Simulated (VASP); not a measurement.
# Sb (Fm-3m) in VASP: further runs

Sb is run at these levels: BLYP+D3(BJ), BLYP+D4, PBEsol; tasks: relaxation of cell and atoms, single point.

Everything below comes from runs of VASP 6.6.1. Logs are shortened: lines on timing, memory, paths and dates and some standing lists are left out, and cuts for length are marked.

### 1 The cell of the first run

It takes space group Fm-3m (No. 225, cubic). The conventional cell has a = 4.742 Å, b = 4.742 Å, c = 4.742 Å, α = 90.00°, β = 90.00°, γ = 90.00°. Within 4.4 Å of Sb (site symmetry m-3m) lie 12 Sb at 3.35 Å.

This isn't the form of Sb at room conditions, which is rhombohedral.

### 2 Relaxation of cell and atoms, BLYP+D3(BJ)

Input file INCAR:

```
PREC = Accurate
ENCUT = 600
EDIFF = 1E-7
ISMEAR = -1
SIGMA = 0.05
LREAL = False
LASPH = True
NELM = 60
ALGO = Normal
ISIF = 3
LWAVE = False
LCHARG = False
GGA = B5
ALDAX = 1.0
AGGAX = 1.0
AGGAC = 1.0
ALDAC = 0.0
IVDW = 12
VDW_S6 = 1.0
VDW_S8 = 2.6996
VDW_A1 = 0.4298
VDW_A2 = 4.2359
IBRION = 2
NSW = 60
EDIFFG = -0.01
```

Input file KPOINTS:

```
regular mesh
0
Gamma
  10 10 10
```

Input file POSCAR:

```
Sb
1.0
    0.0000000000      2.3712425216      2.3712425216
    2.3712425216      0.0000000000      2.3712425216
    2.3712425216      2.3712425216      0.0000000000
Sb
1
Direct
    0.0000000000      0.0000000000      0.0000000000
```

Potentials or basis: VASP PAW PBE potentials, release 64 (Sb).

Command:

```sh
cat potpaw_PBE.64/Sb/POTCAR > POTCAR
mpirun -np 1 vasp_std > vasp.out
```

OUTCAR:

```text
PREC = Accurate
   ENCUT = 600
   EDIFF = 1E-7
   ISMEAR = -1
   LREAL = False
   LASPH = True
   NELM = 60
   ISIF = 3
   GGA = B5
   IVDW = 12
   IBRION = 2
   NSW = 60
   EDIFFG = -0.01
 IVDW          = 12

 ion  position               nearest neighbor table
   1  0.000  0.000  0.000-

  LATTYP: Found a face centered cubic cell.
 ALAT       =     4.7424850432

  Lattice vectors:

 A1 = (   0.0000000000,   2.3712425216,   2.3712425216)
 A2 = (   2.3712425216,   0.0000000000,   2.3712425216)
 A3 = (   2.3712425216,   2.3712425216,   0.0000000000)

Analysis of symmetry for initial positions (statically):
=====================================================================
 Subroutine PRICEL returns:
 Original cell was already a primitive cell.

 Routine SETGRP: Setting up the symmetry group for a
 face centered cubic supercell.

 Subroutine GETGRP returns: Found 48 space group operations
 (whereof 48 operations were pure point group operations)
 out of a pool of 48 trial point group operations.

The static configuration has the point symmetry O_h .

Analysis of symmetry for dynamics (positions and initial velocities):
=====================================================================
 Subroutine PRICEL returns:
 Original cell was already a primitive cell.

 Routine SETGRP: Setting up the symmetry group for a
 face centered cubic supercell.

 Subroutine GETGRP returns: Found 48 space group operations
 (whereof 48 operations were pure point group operations)
 out of a pool of 48 trial point group operations.

The dynamic configuration has the point symmetry O_h .

 Subroutine INISYM returns: Found 48 space group operations
 (whereof 48 operations are pure point group operations),
 and found     1 'primitive' translations

----------------------------------------------------------------------------------------

                                     Primitive cell

  volume of cell :      26.6660

  direct lattice vectors                    reciprocal lattice vectors
     0.000000000  2.371242522  2.371242522    -0.210859916  0.210859916  0.210859916
     2.371242522  0.000000000  2.371242522     0.210859916 -0.210859916  0.210859916
     2.371242522  2.371242522  0.000000000     0.210859916  0.210859916 -0.210859916

  length of vectors
     3.353443334  3.353443334  3.353443334     0.365220089  0.365220089  0.365220089

  position of ions in fractional coordinates (direct lattice)
     0.000000000  0.000000000  0.000000000

  ion indices of the primitive-cell ions
   primitive index   ion index
                 1           1

----------------------------------------------------------------------------------------

 KPOINTS: regular mesh

Automatic generation of k-mesh.
 Grid dimensions read from file:
 generate k-points for:   10   10   10

 Generating k-lattice:

  Cartesian coordinates                     Fractional coordinates (reciprocal lattice)
    -0.021085992  0.021085992  0.021085992     0.100000000  0.000000000  0.000000000
     0.021085992 -0.021085992  0.021085992     0.000000000  0.100000000  0.000000000
     0.021085992  0.021085992 -0.021085992     0.000000000  0.000000000  0.100000000

  Length of vectors
     0.036522009  0.036522009  0.036522009

  Shift w.r.t. Gamma in fractional coordinates (k-lattice)
     0.000000000  0.000000000  0.000000000

 Subroutine IBZKPT returns following result:
 ===========================================

 Found     47 irreducible k-points:

 Following reciprocal coordinates:
            Coordinates               Weight
  0.000000  0.000000  0.000000      1.000000
  0.100000  0.000000  0.000000      8.000000
  0.200000  0.000000  0.000000      8.000000
  0.300000  0.000000  0.000000      8.000000
  0.400000  0.000000  0.000000      8.000000
  0.500000  0.000000  0.000000      4.000000
[... 16 lines left out ...]
  0.300000  0.300000  0.000000      6.000000
  0.400000  0.300000  0.000000     24.000000
 [... further k-points ...]
   k-points           NKPTS =     47   k-points in BZ     NKDIM =     47   number of bands    NBANDS=      6
   number of dos      NEDOS =    301   number of ions     NIONS =      1
   total plane-waves  NPLWV =  21952
   dimension x,y,z NGX =    28 NGY =   28 NGZ =   28
   dimension x,y,z NGXF=    56 NGYF=   56 NGZF=   56
   ions per type =               1
   NGX,Y,Z   is equivalent  to a cutoff of  13.88, 13.88, 13.88 a.u.
   NGXF,Y,Z  is equivalent  to a cutoff of  27.76, 27.76, 27.76 a.u.
 SYSTEM =  unknown system
   PREC   = accura    normal or accurate (medium, high low for compatibility)
   ISTART =      0    job   : 0-new  1-cont  2-samecut
   ICHARG =      2    charge: 1-file 2-atom 10-const
   ISPIN  =      1    spin polarized calculation?
   LNONCOLLINEAR =      F non collinear calculations
   LSORBIT =      F    spin-orbit coupling
   LASPH  =      T    aspherical Exc in radial PAW
   ENCUT  =  600.0 eV  44.10 Ry    6.64 a.u.   6.70  6.70  6.70*2*pi/ulx,y,z
   NELM   =     60;   NELMIN=  2; NELMDL= -5     # of ELM steps
   EDIFF  = 0.1E-06   stopping-criterion for ELM
   LREAL  =      F    real-space projection
   EDIFFG = -.1E-01   stopping-criterion for IOM
   NSW    =     60    number of steps for IOM
   IBRION =      2    ionic relax: 0-MD 1-quasi-New 2-CG
   NFREE  =      1    steps in history (QN), initial steepest desc. (CG)
   ISIF   =      3    stress and relaxation
   ISYM   =      2    0-nonsym 1-usesym 2-fastsym
   POTIM  = 0.5000    time-step for ionic-motion
   TEBEG  =    0.0;   TEEND  =   0.0 temperature during run
   PSTRESS=    0.0 pullay stress
   NELECT =       5.0000    total number of electrons
   NUPDOWN=      -1.0000    fix difference up-down
   EMIN   =  10.00;   EMAX   =-10.00  energy-range for DOS
   EFERMI =   0.00;   METHOD = LEGACY
   ISMEAR =    -1;   SIGMA  =   0.05  broadening in eV -4-tet -1-fermi 0-gaus
   EFERMI_NEDOS =   21; number of points for ismear=-14 and -15
   IALGO  =     38    algorithm
   IMIX   =      4    mixing-type and parameters
     AMIX     =   0.40;   BMIX     =  1.00
     AMIX_MAG =   1.60;   BMIX_MAG =  1.00
  volume/ion in A,a.u.               =      26.67       179.95
  Fermi-wavevector in a.u.,A,eV,Ry     =   0.937013  1.770697 11.945820  0.877993
  Thomas-Fermi vector in A             =   2.064081
   LORBIT       =      0    0 simple, 1 ext, 2 COOP (PROOUT), +10 PAW based schemes
   GGA     = B5    functional components
   LHFCALC =     F    Hartree Fock is set to
   AEXX    =    0.0000 exact exchange contribution
   IVDW    =    12    specifies the selected vdW correction
   LEPSILON=     F    determine dielectric tensor
   LRPA    =     F    only Hartree local field effects (RPA)
 conjugate gradient relaxation of ions
 non-spin polarized calculation
  energy-cutoff  :      600.00
  volume of cell :       26.67
 maximum number of plane-waves:       908
   NGX = 13   NGY = 13   NGZ = 13

--------------------------------------- Ionic step        1  -------------------------------------------

 number of electron       5.0000000 magnetization

 Free energy of the ion-electron system (eV)
  ---------------------------------------------------
  ext. energy  EPLUGINS =         0.00000000
  ---------------------------------------------------
  free energy    TOTEN  =        -2.85176090 eV

  energy without entropy =       -2.84542647  energy(sigma->0) =       -2.84859369

------------------------ aborting loop because EDIFF is reached ----------------------------------------

 Edisp (eV)   -1.24389

 E8    (eV) :    -0.9392

  FORCE on cell =-STRESS in cart. coord.  units (eV):
  Direction    XX          YY          ZZ          XY          YZ          ZX
  --------------------------------------------------------------------------------------
  -------------------------------------------------------------------------------------
  Total       0.11139     0.11139     0.11139     0.00000    -0.00000    -0.00000
  in kB       6.69293     6.69293     6.69293     0.00000    -0.00000    -0.00000
  external pressure =        6.69 kB  Pullay stress =        0.00 kB
[... 59 lines left out ...]
  energy  without entropy=       -4.0900134933  energy(sigma->0) =       -4.09307237

--------------------------------------- Ionic step        3  -------------------------------------------

 number of electron       5.0000000 magnetization

 Free energy of the ion-electron system (eV)
  ---------------------------------------------------
  ext. energy  EPLUGINS =         0.00000000
  ---------------------------------------------------
  free energy    TOTEN  =        -2.86549265 eV

  energy without entropy =       -2.85931941  energy(sigma->0) =       -2.86240603

 E-fermi :   8.9876     XC(G=0):  -9.5569

 val. band max:        8.9495582286   @ k =  -0.4000   0.4000   0.1000
 cond. band min:       9.0367324253   @ k =  -0.2000   0.2000   0.0000
 fundamental gap:      0.0871741967
 Fermi energy:         8.9876153754

 k-point     1 :       0.0000    0.0000    0.0000
  band No.  band energies     occupation
      1      -3.9222      2.00000
      2      14.1312      0.00000
      3      14.1312      0.00000
      4      14.1312      0.00000
      5      19.0772      0.00000
      6      19.0772      0.00000

 k-point     2 :       0.1000    0.0000    0.0000
  band No.  band energies     occupation
      1      -3.7263      2.00000
      2      12.5249      0.00000
      3      13.8947      0.00000
      4      13.8947      0.00000
      5      18.1484      0.00000
      6      19.4615      0.00000
[... 190 lines left out ...]
 k-point    24 :       0.4000    0.3000    0.0000
  band No.  band energies     occupation
      1      -0.7055      2.00000
      2       6.8703      2.00000
      3       9.2463      0.01126
      4      10.0760      0.00000
      5      14.4536      0.00000
      6      15.5943      0.00000

 [... further k-points ...]

------------------------ aborting loop because EDIFF is reached ----------------------------------------

 Edisp (eV)   -1.23077

 E8    (eV) :    -0.9295

  FORCE on cell =-STRESS in cart. coord.  units (eV):
  Direction    XX          YY          ZZ          XY          YZ          ZX
  --------------------------------------------------------------------------------------
  -------------------------------------------------------------------------------------
  Total       0.00044     0.00044     0.00044    -0.00000     0.00000     0.00000
  in kB       0.02592     0.02592     0.02592    -0.00000     0.00000     0.00000
  external pressure =        0.03 kB  Pullay stress =        0.00 kB
[... 16 lines left out ...]
  FREE ENERGIE OF THE ION-ELECTRON SYSTEM (eV)
  ---------------------------------------------------
  free  energy   TOTEN  =        -4.0962604441 eV

  energy  without entropy=       -4.0900872003  energy(sigma->0) =       -4.09317382

 reached required accuracy - stopping structural energy minimisation
```

Wall time 21 s (1 thread of Intel Xeon Platinum 8488C (Sapphire Rapids), shared host); peak memory 0.17 GiB.

What came out:

```yaml
Free_energy: -4.0963 eV
Relaxed_volume: 26.96 Å³/atom
Relaxed_cell: a = 3.366 Å, b = 3.366 Å, c = 3.366 Å, α = 60.00°, β = 60.00°, γ = 60.00°
Space_group_after_relaxing_to_0.1_Å: Fm-3m (No. 225)
Energy_gained_by_relaxing: 0.6 meV/atom
Ionic_steps: 3
Pressure_after_relaxing: 0.0 GPa
Band_gap_on_the_k_mesh: zero (an odd number of electrons rules out a gap without spin polarisation)
Dispersion_energy_per_atom: -1.231 eV
```

Step by step:
```
step  energy change (eV)  largest force (eV/Å)  pressure (GPa)  volume (Å³)
   1              0.0000                0.0000            0.67        26.67
   2             -0.0005                0.0000           -0.30        27.10
   3             -0.0006                0.0000            0.00        26.96
```

Final structure:
```
CELL_PARAMETERS angstrom
0.00000 2.37993 2.37993
2.37993 0.00000 2.37993
2.37993 2.37993 0.00000
ATOMIC_POSITIONS crystal
Sb 0.00000 0.00000 0.00000
```

Levels at points of the mesh, in eV from the Fermi level:
```tsv
k point	band 1	band 2	band 3	band 4	band 5
(0.00, 0.00, 0.00)	-12.91	5.14	5.14	5.14	10.09
(0.50, 0.00, 0.00)	-9.25	-5.70	3.49	3.49	8.38
(0.50, 0.50, 0.00)	-7.67	-4.84	0.33	0.33	4.49
```

Caveat: the PAW data sets were made with another functional, which shifts forces and pressure a little; spin-orbit coupling is left out, which moves the levels of the heavy elements.

### 3 Relaxation of cell and atoms, BLYP+D4

Input file INCAR:

```
AGGAC = 1.0
AGGAX = 1.0
ALDAC = 0.0
ALDAX = 1.0
ALGO = Normal
EDIFF = 1E-6
EDIFFG = -0.01
ENCUT = 600
GGA = B5
IBRION = 2
ISIF = 3
ISMEAR = -1
IVDW = 13
LASPH = T
LCHARG = F
LREAL = F
LWAVE = F
NELM = 100
NSW = 60
PREC = Accurate
SIGMA = 0.05
VDW_A1 = 0.44488865
VDW_A2 = 4.0933009
VDW_S6 = 1.0
VDW_S8 = 2.34076671
```

Input file KPOINTS:

```
k-points
0
Gamma
  10 10 10
```

POSCAR is that of step 2.

Potentials or basis: VASP PAW PBE potentials, release 64 (Sb).

Command:

```sh
cat potpaw_PBE.64/Sb/POTCAR > POTCAR
mpirun -np 1 vasp_std > vasp.out
```

It took 20 s on 1 thread of Intel Xeon Platinum 8488C (Sapphire Rapids), shared host; peak memory 0.16 GiB.

Results (log left out):

```
Free energy                           : -3.9324 eV
Relaxed volume                        : 27.49 Å³/atom
Relaxed cell                          : a = 3.388 Å, b = 3.388 Å, c = 3.388 Å, α = 60.00°, β = 60.00°, γ = 60.00°
Space group after relaxing (to 0.1 Å) : Fm-3m (No. 225)
Energy gained by relaxing             : 4.7 meV/atom
Ionic steps                           : 3
Pressure after relaxing               : 0.0 GPa
Band gap on the k mesh                : zero (an odd number of electrons rules out a gap without spin polarisation)
Dispersion energy per atom            : -1.046 eV
```

The path:
| step | energy change (eV) | largest force (eV/Å) | pressure (GPa) | volume (Å³) |
| --- | --- | --- | --- | --- |
| 1 | 0.0000 | 0.0000 | 1.88 | 26.67 |
| 2 | -0.0037 | 0.0000 | -0.82 | 27.89 |
| 3 | -0.0047 | 0.0000 | 0.00 | 27.49 |

Final structure:
```xyz
1
Lattice="0.0000 2.3954 2.3954 2.3954 0.0000 2.3954 2.3954 2.3954 0.0000" Properties=species:S:1:pos:R:3 pbc="T T T"
Sb    0.0000    0.0000    0.0000
```

Levels at points of the mesh, in eV from the Fermi level:
```csv
k point,band 1,band 2,band 3,band 4,band 5
"(0.00, 0.00, 0.00)",-12.77,4.99,4.99,4.99,10.02
"(0.50, 0.00, 0.00)",-9.22,-5.58,3.39,3.39,8.26
"(0.50, 0.50, 0.00)",-7.69,-4.75,0.32,0.32,4.47
```

Caveat: the PAW data sets were made with another functional, which shifts forces and pressure a little; spin-orbit coupling is left out, which moves the levels of the heavy elements.

### 4 Single point, PBEsol

Input file INCAR:

```
SYSTEM = Sb
PREC = Accurate ; ENCUT = 520
EDIFF = 1E-6 ; ISMEAR = -1
SIGMA = 0.05 ; LREAL = .FALSE.
LASPH = .TRUE. ; NELM = 100
ALGO = Normal ; ISIF = 2
LWAVE = .FALSE. ; LCHARG = .FALSE.
GGA = PS ; NBANDS = 8
```

Input file KPOINTS:

```
Automatic mesh
0
G
  8 8 8
  0 0 0
```

POSCAR is that of step 3.

Command:

```sh
cat potpaw_PBE.64/Sb/POTCAR > POTCAR
mpirun -np 1 vasp_std > vasp.out
```

It took 6.6 s on 1 thread of Intel Xeon Platinum 8559C (Emerald Rapids), shared host; peak memory 0.15 GiB.

The run converged. Its results:

| Property | Result |
| --- | --- |
| Free energy | -4.2887 eV |
| Pressure | -0.6 GPa |
| Band gap on the k mesh | zero (an odd number of electrons rules out a gap without spin polarisation) |

Levels at points of the mesh, in eV from the Fermi level:
| k point | band 1 | band 2 | band 3 | band 4 | band 5 | band 6 |
| --- | --- | --- | --- | --- | --- | --- |
| (0.00, 0.00, 0.00) | -12.88 | 5.52 | 5.52 | 5.52 | 10.16 | 10.16 |
| (0.50, 0.00, 0.00) | -9.07 | -5.76 | 3.81 | 3.81 | 8.38 | 9.28 |
| (0.50, 0.50, 0.00) | -7.42 | -4.85 | 0.51 | 0.51 | 4.26 | 4.75 |

Caveat: the PAW data sets were made with another functional, which shifts forces and pressure a little; spin-orbit coupling is left out, which moves the levels of the heavy elements.

### 5 Summary

| task | level | cell | k mesh | cutoff (eV) | gap on the mesh (eV) | pressure (GPa) | relaxed volume (Å³/atom) |
| --- | --- | --- | --- | --- | --- | --- | --- |
| relaxation of cell and atoms | BLYP+D3(BJ) | relaxed | 10 × 10 × 10 | 600 | none | 0.0 | 26.96 |
| relaxation of cell and atoms | BLYP+D4 | relaxed | 10 × 10 × 10 | 600 | none | 0.0 | 27.49 |
| single point | PBEsol | as given | 8 × 8 × 8 | 520 | none | -0.6 | - |

Alike in all rows: potentials or basis VASP PAW PBE potentials, release 64 (Sb); no spin polarisation; smearing fermi-dirac 0.05 eV.

Caveats: the PAW data sets were made with another functional, which shifts forces and pressure a little; spin-orbit coupling is left out, which moves the levels of the heavy elements.

Total energies depend on the potentials used, so only differences within one code and one set of settings carry meaning.
